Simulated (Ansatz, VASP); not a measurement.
# HgTe in VASP and in Ansatz

```
CELL_PARAMETERS angstrom
0.00000 3.21450 3.21450
3.21450 0.00000 3.21450
3.21450 3.21450 0.00000
ATOMIC_POSITIONS crystal
Hg 0.00000 0.00000 0.00000
Te 0.75000 0.75000 0.75000
```

Alike in both runs: task single point; functional PBE; k mesh 7 × 7 × 7; occupations gaussian, width 0.016 eV; no spin polarisation.

```csv
,VASP,Ansatz
version,VASP 6.6.1,Ansatz 0.2.0
potentials or method,"VASP PAW PBE potentials, release 64 (Hg, Te)",Ansatz PAW
plane-wave cutoff (eV),520,420
valence electrons in the cell,18,36
```

```tsv
	VASP	Ansatz	Ansatz less VASP
gap on the k mesh at the Fermi level (eV)	none	none	-
pressure (GPa)	4.6	4.6	-0.08
```

A gap of «none» marks a metal or a gap that the smearing closes. VASP's potentials hold 18 valence electrons a cell and Ansatz's 36, so a difference there can come from the potentials and not from the codes.

Neither program's run includes spin-orbit coupling.
